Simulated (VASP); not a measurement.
Input of a VASP 6.6.1 run:

INCAR

```
SYSTEM = Nb
PREC = Accurate ; ENCUT = 520
EDIFF = 1E-7 ; ISMEAR = -1
SIGMA = 0.1 ; LREAL = .False.
LASPH = .True. ; NELM = 100
ALGO = Normal ; ISIF = 2
LWAVE = .False. ; LCHARG = .False.
LDIPOL = .True. ; IDIPOL = 3
DIPOL = 0.5 0.5 0.500 ; NBANDS = 40
```

The input KPOINTS:

```
regular mesh
0
Gamma
  8 8 1
  0 0 0
```

POSCAR

```
Nb
1.0
    4.5946883331      0.0000000000      0.0000000000
   -2.2973441665      3.9791168189      0.0000000000
    0.0000000000      0.0000000000     16.2777000000
Nb
5
Direct
    0.8333333333      0.1666666667      0.3993178693
    0.1666666667      0.8333333333      0.4473015002
    0.5000000000      0.5000000000      0.4999999836
    0.8333333333      0.1666666667      0.5526984937
    0.1666666667      0.8333333333      0.6006821307
```

Potentials or basis: VASP PAW LDA potentials, release 64 (Nb_sv).

The run is started by

```sh
$ cat potpaw_LDA.64/Nb_sv/POTCAR > POTCAR
$ mpirun -np 1 vasp_std > vasp.out
```

What does it give for the largest force?

0.014 eV/Å.

Forces in eV/Å, atoms in the order of the input:
```
Nb   0.000  0.000 -0.014
Nb   0.000  0.000 -0.009
Nb   0.000  0.000  0.000
Nb   0.000  0.000  0.009
Nb   0.000  0.000  0.014
```
